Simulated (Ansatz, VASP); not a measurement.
## One calculation of MgTl, two programs

```
Mg Tl
1.0
     3.64708    0.00000    0.00000
     0.00000    3.64708    0.00000
     0.00000    0.00000    3.64708
Mg Tl
1 1
Direct
  0.00000 0.00000 0.00000
  0.50000 0.50000 0.50000
```

Change from the starting cell: volume scaled by 1.01.

Alike in both runs: task single point; functional LDA; k mesh 9 × 9 × 9; occupations fermi-dirac, width 0.05 eV; no spin polarisation.

|  | VASP | Ansatz |
| --- | --- | --- |
| version | VASP 6.6.1 | Ansatz 0.2.0 |
| potentials or method | VASP PAW LDA potentials, release 64 (Mg, Tl_d), cutoff 520 eV | all-electron LAPW, scalar-relativistic |

Ansatz gave:

| Quantity | Value |
| --- | --- |
| pressure (GPa) | -2.7 |

Estimate VASP's values.

pressure (GPa): -3.0.

LDA's correlation is that of Perdew and Zunger in VASP and of Perdew and Wang (1992) in Ansatz. Ansatz ran all-electron here, and VASP with PAW potentials.

Spin-orbit coupling is off throughout.
